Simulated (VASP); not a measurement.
Set up this calculation in VASP 6.6.1, as the native input.

- Task: single point
- Functional: PBE
- Potentials or basis: VASP PAW PBE potentials, release 64 (Ca_sv, S)
- Cutoff: 520 eV
- k mesh: 2 × 2 × 2
- Occupations: fermi-dirac, width 0.05 eV
- Spin: no spin polarisation
- Dipole correction: no
- Further INCAR settings: LREAL = Auto; ALGO = Normal; EDIFF = 1e-06; NBANDS = 74

The structure of Ca8S7 (a cell with a defect) lies in POSCAR:

```
Ca8S7
1.0
    0.0000000000      5.6369920000      5.6369920000
    5.6369920000      0.0000000000      5.6369920000
    5.6369920000      5.6369920000      0.0000000000
Ca S
8 7
Direct
    0.0048289939     -0.0475670358      0.0475125741
    0.0005958852      0.0148162353      0.5156441592
   -0.0011758044      0.4834665368     -0.0157030558
    0.0048279295      0.5466562663      0.4532976098
    0.4973610926      0.0035778834     -0.0018677515
    0.4678021541      0.0156070826      0.5164396189
    0.5301522514      0.4857695381     -0.0134044895
    0.4973624231      0.4972770939      0.5044325058
    0.2533255325      0.2627026968      0.2318268325
   -0.0953197202      0.2526484870      0.7535083427
    0.2697074965      0.7507697368      0.2516217869
    0.2533221619      0.7309971346      0.7635343460
    0.7459269944      0.2381824384      0.2714042347
    0.7304636941      0.7506925680      0.2515492305
    0.7459260187      0.7705776414      0.7390157730
```

One way to write it, as run:

INCAR

```
ALGO = Normal
EDIFF = 1E-6
ENCUT = 520
GGA = PE
ISIF = 2
ISMEAR = -1
LASPH = True
LCHARG = False
LREAL = Auto
LWAVE = False
NBANDS = 74
NELM = 60
PREC = Accurate
SIGMA = 0.05
```

KPOINTS

```
k-points
0
Gamma
  2 2 2
```

Potentials or basis: VASP PAW PBE potentials, release 64 (Ca_sv, S).

Launch:

```console
$ cat potpaw_PBE.64/Ca_sv/POTCAR potpaw_PBE.64/S/POTCAR > POTCAR
$ mpirun -np 1 vasp_std > vasp.out
```

Results of the run:

```
Pressure      : 3.3 GPa
Largest force : 1.855 eV/Å
```

Caveat: the k points lie up to 0.48 Å⁻¹ apart.

Run time: 8.1 min on 1 thread of Intel(R) Xeon(R) Platinum 8559C (Emerald Rapids), with other jobs on the host, peak memory 0.53 GiB.
